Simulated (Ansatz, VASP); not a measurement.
SnO: VASP beside Ansatz

```
CELL_PARAMETERS angstrom
0.00000 2.70821 2.70821
2.70821 0.00000 2.70821
2.70821 2.70821 0.00000
ATOMIC_POSITIONS crystal
Sn 0.00000 0.00000 0.00000
O 0.25000 0.25000 0.25000
```

Alike in both runs: task single point; functional PBE; k mesh 8 × 8 × 8; occupations fermi-dirac, width 0.02 eV; no spin polarisation.

|  | VASP | Ansatz |
| --- | --- | --- |
| version | VASP 6.6.1 | Ansatz 0.2.0 |
| potentials or method | VASP PAW PBE potentials, release 64 (Sn_d, O) | plane waves, PAW |
| plane-wave cutoff (eV) | 520 | 420 |
| valence electrons in the cell | 20 | 20 |

```tsv
	VASP	Ansatz	Ansatz less VASP
pressure (GPa)	2.4	2.4	-0.03
```

With one functional, cell and mesh, what is left measures potentials, basis and numerics.
